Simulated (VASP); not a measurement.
The system is NaI.

```
Na I
1.0
     5.41648    0.00000    0.00000
    -2.70824    4.69081    0.00000
     0.00000    0.00000    6.45918
Na I
2 2
Direct
  0.33333 0.66667 0.93745
  0.66667 0.33333 0.43745
  0.33333 0.66667 0.43755
  0.66667 0.33333 0.93755
```

Base run:

```yaml
Program: VASP 6.6.1
Functional: r2SCAN
Potentials_or_basis: VASP PAW PBE potentials, release 64 (Na_pv, I)
Cutoff: 520 eV
k_mesh: 6 × 6 × 4
Occupations: gaussian, width 0.01 eV
Spin: no spin polarisation
```

Its results: band gap on the k mesh 4.19 eV; pressure -0.1 GPa.

The run is repeated on the same cell with these changes: functional from r2SCAN to PBEsol; k mesh from 6 × 6 × 4 to 6 × 6 × 2. What comes out?

Band gap on the k mesh 3.47 eV; pressure -0.2 GPa.

Several settings changed at once.

Caveats: some runs use coarse meshes; the PAW data sets were made with another functional, which shifts forces and pressure a little; spin-orbit coupling is left out, which moves the levels of the heavy elements.

A k mesh can miss the band edges.
